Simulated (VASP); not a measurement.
# Mo (Im-3m) in VASP: further runs

Runs on Mo. Level: PBEsol. Tasks: single point, relaxation of cell and atoms.

All numbers are computed with VASP 6.6.1; they aren't measurements. Logs are shortened: lines on timing, memory, paths and dates and some standing lists are left out, and cuts for length are marked.

### 1 The cell of the first run

It takes space group Im-3m (No. 229, cubic). Conventional cell: a = 3.129 Å, b = 3.129 Å, c = 3.129 Å, α = 90.00°, β = 90.00°, γ = 90.00°. Within 3.6 Å of Mo (site symmetry m-3m) lie 14 Mo at 2.71 to 3.13 Å.

### 2 Single point, PBEsol

The input, INCAR:

```
SYSTEM = Mo
PREC     = Accurate       ! precision mode
ENCUT    = 520            ! plane-wave cutoff, eV
EDIFF    = 1E-6           ! SCF threshold, eV
ISMEAR   = -1             ! smearing method
SIGMA    = 0.05           ! smearing width, eV
LREAL    = .False.        ! projectors in reciprocal space
LASPH    = .True.         ! aspherical terms in the spheres
NELM     = 100            ! most SCF steps
ALGO     = Normal         ! electronic algorithm
ISIF     = 2              ! what is computed and relaxed
LWAVE    = .False.        ! write WAVECAR
LCHARG   = .False.        ! write CHGCAR
GGA      = PS             ! functional
NBANDS   = 13             ! bands
```

The input, KPOINTS:

```
Automatic mesh
0
Gamma
  22 22 22
  0 0 0
```

The input, POSCAR:

```
Mo
1.0
   -1.5647286424      1.5647286424      1.5647286424
    1.5647286424     -1.5647286424      1.5647286424
    1.5647286424      1.5647286424     -1.5647286424
Mo
1
Direct
    0.0000000000      0.0000000000      0.0000000000
```

Potentials or basis: VASP PAW PBE potentials, release 64 (Mo_sv).

Launch:

```console
$ cat potpaw_PBE.64/Mo_sv/POTCAR > POTCAR
$ mpirun -np 1 vasp_std > vasp.out
```

OUTCAR:

```text
SYSTEM = Mo
   PREC = Accurate
   ENCUT = 520
   EDIFF = 1E-6
   ISMEAR = -1
   LREAL = .False.
   LASPH = .True.
   NELM = 100
   ISIF = 2
   GGA = PS

 ion  position               nearest neighbor table
   1  0.000  0.000  0.000-

  LATTYP: Found a body centered cubic cell.
 ALAT       =     3.1294572848

  Lattice vectors:

 A1 = (  -1.5647286424,   1.5647286424,   1.5647286424)
 A2 = (   1.5647286424,  -1.5647286424,   1.5647286424)
 A3 = (   1.5647286424,   1.5647286424,  -1.5647286424)

Analysis of symmetry for initial positions (statically):
=====================================================================
 Subroutine PRICEL returns:
 Original cell was already a primitive cell.

 Routine SETGRP: Setting up the symmetry group for a
 body centered cubic supercell.

 Subroutine GETGRP returns: Found 48 space group operations
 (whereof 48 operations were pure point group operations)
 out of a pool of 48 trial point group operations.

The static configuration has the point symmetry O_h .

Analysis of symmetry for dynamics (positions and initial velocities):
=====================================================================
 Subroutine PRICEL returns:
 Original cell was already a primitive cell.

 Routine SETGRP: Setting up the symmetry group for a
 body centered cubic supercell.

 Subroutine GETGRP returns: Found 48 space group operations
 (whereof 48 operations were pure point group operations)
 out of a pool of 48 trial point group operations.

The dynamic configuration has the point symmetry O_h .

 Subroutine INISYM returns: Found 48 space group operations
 (whereof 48 operations are pure point group operations),
 and found     1 'primitive' translations

----------------------------------------------------------------------------------------

                                     Primitive cell

  volume of cell :      15.3242

  direct lattice vectors                    reciprocal lattice vectors
    -1.564728642  1.564728642  1.564728642     0.000000000  0.319544224  0.319544224
     1.564728642 -1.564728642  1.564728642     0.319544224  0.000000000  0.319544224
     1.564728642  1.564728642 -1.564728642     0.319544224  0.319544224  0.000000000

  length of vectors
     2.710189509  2.710189509  2.710189509     0.451903776  0.451903776  0.451903776

  position of ions in fractional coordinates (direct lattice)
     0.000000000  0.000000000  0.000000000

  ion indices of the primitive-cell ions
   primitive index   ion index
                 1           1

----------------------------------------------------------------------------------------

 KPOINTS: Automatic mesh

Automatic generation of k-mesh.
 Grid dimensions read from file:
 generate k-points for:   22   22   22

 Generating k-lattice:

  Cartesian coordinates                     Fractional coordinates (reciprocal lattice)
     0.000000000  0.014524737  0.014524737     0.045454545  0.000000000  0.000000000
     0.014524737  0.000000000  0.014524737     0.000000000  0.045454545  0.000000000
     0.014524737  0.014524737  0.000000000     0.000000000  0.000000000  0.045454545

  Length of vectors
     0.020541081  0.020541081  0.020541081

  Shift w.r.t. Gamma in fractional coordinates (k-lattice)
     0.000000000  0.000000000  0.000000000

 Subroutine IBZKPT returns following result:
 ===========================================

 Found    328 irreducible k-points:

 Following reciprocal coordinates:
            Coordinates               Weight
  0.000000  0.000000  0.000000      1.000000
  0.045455  0.000000  0.000000     12.000000
  0.090909  0.000000  0.000000     12.000000
  0.136364  0.000000  0.000000     12.000000
  0.181818  0.000000  0.000000     12.000000
  0.227273  0.000000  0.000000     12.000000
[... 16 lines left out ...]
  0.090909  0.090909  0.000000     24.000000
  0.136364  0.090909  0.000000     48.000000
 [... further k-points ...]
   k-points           NKPTS =    328   k-points in BZ     NKDIM =    328   number of bands    NBANDS=     13
   number of dos      NEDOS =    301   number of ions     NIONS =      1
   total plane-waves  NPLWV =   8000
   dimension x,y,z NGX =    20 NGY =   20 NGZ =   20
   dimension x,y,z NGXF=    40 NGYF=   40 NGZF=   40
   ions per type =               1
   NGX,Y,Z   is equivalent  to a cutoff of  12.27, 12.27, 12.27 a.u.
   NGXF,Y,Z  is equivalent  to a cutoff of  24.54, 24.54, 24.54 a.u.
 SYSTEM =  Mo
   PREC   = accura    normal or accurate (medium, high low for compatibility)
   ISTART =      0    job   : 0-new  1-cont  2-samecut
   ICHARG =      2    charge: 1-file 2-atom 10-const
   ISPIN  =      1    spin polarized calculation?
   LNONCOLLINEAR =      F non collinear calculations
   LSORBIT =      F    spin-orbit coupling
   LASPH  =      T    aspherical Exc in radial PAW
   ENCUT  =  520.0 eV  38.22 Ry    6.18 a.u.   5.04  5.04  5.04*2*pi/ulx,y,z
   NELM   =    100;   NELMIN=  2; NELMDL= -5     # of ELM steps
   EDIFF  = 0.1E-05   stopping-criterion for ELM
   LREAL  =      F    real-space projection
   EDIFFG = 0.1E-04   stopping-criterion for IOM
   NSW    =      0    number of steps for IOM
   IBRION =     -1    ionic relax: 0-MD 1-quasi-New 2-CG
   NFREE  =      0    steps in history (QN), initial steepest desc. (CG)
   ISIF   =      2    stress and relaxation
   ISYM   =      2    0-nonsym 1-usesym 2-fastsym
   POTIM  = 0.5000    time-step for ionic-motion
   TEBEG  =    0.0;   TEEND  =   0.0 temperature during run
   PSTRESS=    0.0 pullay stress
   NELECT =      14.0000    total number of electrons
   NUPDOWN=      -1.0000    fix difference up-down
   EMIN   =  10.00;   EMAX   =-10.00  energy-range for DOS
   EFERMI =   0.00;   METHOD = LEGACY
   ISMEAR =    -1;   SIGMA  =   0.05  broadening in eV -4-tet -1-fermi 0-gaus
   EFERMI_NEDOS =   21; number of points for ismear=-14 and -15
   IALGO  =     38    algorithm
   IMIX   =      4    mixing-type and parameters
     AMIX     =   0.40;   BMIX     =  1.00
     AMIX_MAG =   1.60;   BMIX_MAG =  1.00
  volume/ion in A,a.u.               =      15.32       103.41
  Fermi-wavevector in a.u.,A,eV,Ry     =   1.588517  3.001861 34.332746  2.523386
  Thomas-Fermi vector in A             =   2.687508
   LORBIT       =      0    0 simple, 1 ext, 2 COOP (PROOUT), +10 PAW based schemes
   GGA     = PS    functional components
   LHFCALC =     F    Hartree Fock is set to
   AEXX    =    0.0000 exact exchange contribution
   IVDW    =     0    specifies the selected vdW correction
   LEPSILON=     F    determine dielectric tensor
   LRPA    =     F    only Hartree local field effects (RPA)
 non-spin polarized calculation
  energy-cutoff  :      520.00
  volume of cell :       15.32
 maximum number of plane-waves:       424
   NGX =  9   NGY =  9   NGZ =  9

 number of electron      13.9999998 magnetization

 Free energy of the ion-electron system (eV)
  ---------------------------------------------------
  ext. energy  EPLUGINS =         0.00000000
  ---------------------------------------------------
  free energy    TOTEN  =       -11.77948521 eV

  energy without entropy =      -11.77392640  energy(sigma->0) =      -11.77670581

 E-fermi :  12.7672     XC(G=0): -13.6409

 val. band max:       12.7609811545   @ k =  -0.3182   0.3182   0.1818
 cond. band min:      12.7672369542   @ k =  -0.2273   0.3182   0.0909
 fundamental gap:      0.0062557997
 Fermi energy:        12.7671661496

 k-point     1 :       0.0000    0.0000    0.0000
  band No.  band energies     occupation
      1     -48.4072      2.00000
      2     -21.6470      2.00000
      3     -21.6470      2.00000
      4     -21.6470      2.00000
      5       5.4368      2.00000
      6      11.3831      2.00000
      7      11.3831      2.00000
      8      11.3831      2.00000
      9      14.4718      0.00000
     10      14.4718      0.00000
     11      27.6238      0.00000
     12      27.6238      0.00000
     13      27.6238      0.00000

 k-point     2 :       0.0455    0.0000    0.0000
  band No.  band energies     occupation
      1     -48.4015      2.00000
      2     -21.6797      2.00000
      3     -21.6570      2.00000
      4     -21.6472      2.00000
      5       5.5313      2.00000
      6      11.3288      2.00000
      7      11.3748      2.00000
      8      11.4717      2.00000
      9      14.3885      0.00000
     10      14.4728      0.00000
     11      27.6976      0.00000
     12      27.7831      0.00000
     13      27.8204      0.00000

 k-point     3 :       0.0909    0.0000    0.0000
  band No.  band energies     occupation
      1     -48.3848      2.00000
      2     -21.7747      2.00000
      3     -21.6862      2.00000
      4     -21.6480      2.00000
      5       5.8059      2.00000
      6      11.1744      2.00000
      7      11.3409      2.00000
      8      11.7354      2.00000
      9      14.1853      0.00000
     10      14.4785      0.00000
     11      27.8914      0.00000
     12      28.2518      0.00000
     13      28.3451      0.00000

 k-point     4 :       0.1364    0.0000    0.0000
  band No.  band energies     occupation
      1     -48.3584      2.00000
      2     -21.9225      2.00000
      3     -21.7319      2.00000
      4     -21.6492      2.00000
      5       6.2298      2.00000
      6      10.9419      2.00000
      7      11.2643      2.00000
      8      12.1666      1.99999
      9      13.9728      0.00000
     10      14.4956      0.00000
     11      28.1125      0.00000
     12      29.0044      0.00000
     13      29.0079      0.00000

 k-point     5 :       0.1818    0.0000    0.0000
  band No.  band energies     occupation
      1     -48.3242      2.00000
      2     -22.1092      2.00000
      3     -21.7902      2.00000
      4     -21.6508      2.00000
      5       6.7425      2.00000
      6      10.6607      2.00000
      7      11.1586      2.00000
      8      12.7528      1.14310
      9      13.8570      0.00000
     10      14.5325      0.00000
     11      28.1867      0.00000
     12      29.4958      0.00000
     13      30.0058      0.00000
[... 257 lines left out ...]
 k-point    22 :       0.4545    0.0455    0.0000
  band No.  band energies     occupation
      1     -48.1180      2.00000
      2     -23.1325      2.00000
      3     -22.1303      2.00000
      4     -21.6734      2.00000
      5       7.3883      2.00000
      6       9.3103      2.00000
      7      13.9752      0.00000
      8      14.5111      0.00000
      9      15.4111      0.00000
     10      17.8282      0.00000
     11      24.7104      0.00000
     12      24.9424      0.00000
     13      30.2773      0.00000

 k-point    23 :       0.0909    0.0909    0.0000
  band No.  band energies     occupation
      1     -48.3433      2.00000
      2     -22.0044      2.00000
      3     -21.7302      2.00000
      4     -21.6788      2.00000
      5       6.4751      2.00000
      6      10.9198      2.00000
      7      11.0432      2.00000
      8      12.4976      1.99092
      9      13.7971      0.00000
     10      14.5938      0.00000
     11      28.3984      0.00000
     12      29.1211      0.00000
     13      29.3562      0.00000

 k-point    24 :       0.1364    0.0909    0.0000
  band No.  band energies     occupation
      1     -48.3105      2.00000
      2     -22.1749      2.00000
      3     -21.7853      2.00000
      4     -21.6889      2.00000
      5       6.9776      2.00000
      6      10.6741      2.00000
      7      10.8773      2.00000
      8      13.1287      0.00145
      9      13.6581      0.00000
     10      14.6962      0.00000
     11      28.6072      0.00000
     12      29.3984      0.00000
     13      30.0030      0.00000

 [... further k-points ...]
[... 5 lines left out ...]
  --------------------------------------------------------------------------------------
  -------------------------------------------------------------------------------------
  Total        0.0534026      0.0534026      0.0534026      0.0000000      0.0000000     -0.0000000
  in kB        5.5833667      5.5833667      5.5833667      0.0000000      0.0000000     -0.0000000
  external PRESSURE =       5.5833667 kB  Pullay stress =       0.0000000 kB

 VOLUME and BASIS-vectors are now :
 -----------------------------------------------------------------------------
  energy-cutoff  :      520.00
  volume of cell :       15.32
      direct lattice vectors                 reciprocal lattice vectors
    -1.564728642  1.564728642  1.564728642     0.000000000  0.319544224  0.319544224
     1.564728642 -1.564728642  1.564728642     0.319544224  0.000000000  0.319544224
     1.564728642  1.564728642 -1.564728642     0.319544224  0.319544224  0.000000000

 POSITION                                       TOTAL-FORCE (eV/Angst)
 -----------------------------------------------------------------------------------
      0.00000      0.00000      0.00000        -0.000000      0.000000      0.000000
 -----------------------------------------------------------------------------------
    total drift:                                0.000000     -0.000000      0.000000

  FREE ENERGIE OF THE ION-ELECTRON SYSTEM (eV)
  ---------------------------------------------------
  free  energy   TOTEN  =       -11.7794852141 eV

  energy  without entropy=      -11.7739264032  energy(sigma->0) =      -11.77670581
```

Run time: 42 s. Hardware: 1 thread of Intel Xeon Platinum 8259CL at 2.50GHz (Skylake/Cascade Lake), shared host; peak memory 0.17 GiB.

What came out:

```yaml
Free_energy: -11.7795 eV
Pressure: 0.6 GPa
Band_gap_on_the_k_mesh: zero (bands 7 and 8 overlap by 5.53 eV)
```

Caveat: the PAW data sets were made with another functional, which shifts forces and pressure a little.

### 3 Relaxation of cell and atoms, PBEsol

This run uses another cell than the first one, of 15.58 Å³/atom.

The input, INCAR:

```
SYSTEM = Mo
  PREC = Accurate
  ENCUT = 600
  EDIFF = 1E-6
  ISMEAR = -1
  SIGMA = 0.05
  LREAL = .False.
  LASPH = .True.
  NELM = 80
  ALGO = Normal
  ISIF = 3
  LWAVE = .False.
  LCHARG = .False.
  GGA = PS
  IBRION = 2
  NSW = 100
  EDIFFG = -0.002
```

KPOINTS is that of step 2.

The input, POSCAR:

```
Mo
1.0
   -1.5734150000      1.5734150000      1.5734150000
    1.5734150000     -1.5734150000      1.5734150000
    1.5734150000      1.5734150000     -1.5734150000
Mo
1
Direct
    0.0000000000      0.0000000000      0.0000000000
```

Potentials or basis: VASP PAW PBE potentials, release 64 (Mo_sv).

Launch:

```console
$ cat potpaw_PBE.64/Mo_sv/POTCAR > POTCAR
$ mpirun -np 1 vasp_std > vasp.out
```

It took 2.1 min on 1 thread of Intel Xeon Platinum 8259CL at 2.50GHz (Skylake/Cascade Lake), shared host; peak memory 0.2 GiB.

The run converged. Its results:

- Free energy: -11.7799 eV
- Relaxed volume: 15.35 Å³/atom
- Relaxed cell: a = 2.712 Å, b = 2.712 Å, c = 2.712 Å, α = 109.47°, β = 109.47°, γ = 109.47°
- Space group after relaxing (to 0.1 Å): Im-3m (No. 229)
- Energy gained by relaxing: 3.0 meV/atom
- Ionic steps: 7
- Pressure after relaxing: 0.0 GPa
- Band gap on the k mesh: zero (bands 7 and 8 overlap by 5.52 eV)

Step by step:
```csv
step,energy change (eV),largest force (eV/Å),pressure (GPa),volume (Å³)
1,0.0000,0.0000,-4.04,15.58
2,0.0219,0.0000,12.98,14.71
3,-0.0030,0.0000,-0.08,15.35
4,-0.0030,0.0000,-0.02,15.35
5,-0.0030,0.0000,0.06,15.34
6,-0.0030,0.0000,-0.07,15.36
7,-0.0030,0.0000,-0.01,15.35
```

Final structure:
```cif
data_structure
_symmetry_space_group_name_H-M 'P 1'
_symmetry_Int_Tables_number 1
_cell_length_a 2.7117
_cell_length_b 2.7117
_cell_length_c 2.7117
_cell_angle_alpha 109.471
_cell_angle_beta 109.471
_cell_angle_gamma 109.471
_cell_volume 15.35
loop_
_atom_site_label
_atom_site_type_symbol
_atom_site_fract_x
_atom_site_fract_y
_atom_site_fract_z
_atom_site_occupancy
Mo1 Mo 0.00000 0.00000 0.00000 1
```

Levels at points of the mesh, in eV from the Fermi level:
| k point | band 4 | band 5 | band 6 | band 7 | band 8 | band 9 | band 10 | band 11 |
| --- | --- | --- | --- | --- | --- | --- | --- | --- |
| (0.00, 0.00, 0.00) | -34.42 | -7.32 | -1.38 | -1.38 | -1.38 | 1.70 | 1.70 | 14.85 |
| (0.50, 0.00, 0.00) | -34.43 | -5.44 | -3.48 | 1.70 | 1.75 | 2.39 | 4.93 | 11.99 |
| (0.50, 0.50, 0.50) | -35.44 | -5.59 | -5.59 | 4.14 | 4.14 | 4.14 | 9.18 | 9.18 |

Caveat: the PAW data sets were made with another functional, which shifts forces and pressure a little.
